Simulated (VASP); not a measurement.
Set up this calculation in VASP 6.6.1, as the native input.

- Task: relaxation of cell and atoms
- Functional: PBE
- Potentials or basis: VASP PAW PBE potentials, release 64 (Ge_d)
- Cutoff: 600 eV
- k mesh: 24 × 24 × 20
- Occupations: gaussian, width 0.1 eV
- Spin: no spin polarisation
- Dipole correction: no
- Further INCAR settings: ALGO = Normal; EDIFF = 1e-07; IBRION = 2; EDIFFG = -0.01; NSW = 100; ISIF = 3

The structure of Ge lies in POSCAR:

```
Ge
1.0
    2.8689963845      0.0000000000      0.0000000000
   -1.4344981922      2.4846237523      0.0000000000
    0.0000000000      0.0000000000      2.6749219773
Ge
1
Direct
    0.0000000000      0.0000000000      0.0000000000
```

This isn't the form of Ge at room conditions, which is diamond.

One way to write it, as run:

INCAR

```
SYSTEM = Ge
  ALGO = Normal
  EDIFF = 1E-7
  EDIFFG = -0.01
  ENCUT = 600
  GGA = PE
  IBRION = 2
  ISIF = 3
  ISMEAR = 0
  LASPH = .TRUE.
  LCHARG = .FALSE.
  LREAL = .FALSE.
  LWAVE = .FALSE.
  NELM = 60
  NSW = 100
  PREC = Accurate
  SIGMA = 0.1
```

KPOINTS

```
k-points
0
G
  24 24 20
  0 0 0
```

Potentials or basis: VASP PAW PBE potentials, release 64 (Ge_d).

Run with:

```sh
$ cat potpaw_PBE.64/Ge_d/POTCAR > POTCAR
$ mpirun -np 1 vasp_std > vasp.out
```

Results of the run:

```yaml
Relaxed_volume: 19.35 Å³/atom
Relaxed_cell: a = 2.880 Å, b = 2.880 Å, c = 2.694 Å, α = 90.00°, β = 90.00°, γ = 120.00°
Space_group_after_relaxing_to_0.1_Å: P6/mmm (No. 191)
Energy_gained_by_relaxing: 1.0 meV/atom
Ionic_steps: 3
Pressure_after_relaxing: 0.0 GPa
Band_gap_on_the_k_mesh: zero (bands 7 and 8 overlap by 10.09 eV)
```

It took 78 s on 1 thread of Intel(R) Xeon(R) 6975P-C (Granite Rapids), with other jobs on the host, peak memory 0.28 GiB.
